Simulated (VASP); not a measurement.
Write the native input for VASP 6.6.1 that does the following.

* Task: electric field gradients
* Functional: PBEsol
* Potentials or basis: VASP PAW PBE potentials, release 64 (Zn, Cu)
* Cutoff: 520 eV
* k mesh: 14 × 14 × 14
* Occupations: fermi-dirac, width 0.05 eV
* Spin: no spin polarisation
* Dipole correction: no
* Further INCAR settings: ALGO = Normal; EDIFF = 1e-08; NBANDS = 18

The structure of ZnCu lies in POSCAR:

```
ZnCu
1.0
    2.9450000000      0.0294500000      0.0294500000
    0.0294500000      2.9450000000      0.0294500000
    0.0294500000      0.0294500000      2.9450000000
Zn Cu
1 1
Direct
    0.5000000000      0.5000000000      0.5000000000
    0.0000000000      0.0000000000      0.0000000000
```

This cell differs from its parent crystal: equal xy, yz and zx shear strains of +2 %.

These files were run (other wordings do the same):

INCAR

```
SYSTEM = ZnCu
ALGO = Normal ; EDIFF = 1E-8
ENCUT = 520 ; GGA = PS
ISIF = 2 ; ISMEAR = -1
LASPH = .TRUE. ; LCHARG = .FALSE.
LEFG = .TRUE. ; LREAL = .FALSE.
LWAVE = .FALSE. ; NBANDS = 18
NELM = 100 ; PREC = Accurate
SIGMA = 0.05
```

KPOINTS

```
k-points
0
G
  14 14 14
  0 0 0
```

Potentials or basis: VASP PAW PBE potentials, release 64 (Zn, Cu).

Command:

```console
$ cat potpaw_PBE.64/Zn/POTCAR potpaw_PBE.64/Cu/POTCAR > POTCAR
$ mpirun -np 1 vasp_std > vasp.out
```

It gave:

```
Pressure                                : -3.9 GPa
Band gap on the k mesh                  : zero (an odd number of electrons rules out a gap without spin polarisation)
Largest electric field gradient by atom : Zn +7.2; Cu +4.6 V/Å²
```

Caveat: the cell differs from its parent crystal (equal xy, yz and zx shear strains of +2 %); the cell stands under tension; without QUAD_EFG the Cq values of the log hold for a quadrupole moment of 1 mb, not for the nuclei; the PAW data sets were made with another functional, which shifts forces and pressure a little.

Wall time 38 s on 1 thread of Intel(R) Xeon(R) 6975P-C (Granite Rapids), with other jobs on the host, peak memory 0.25 GiB.
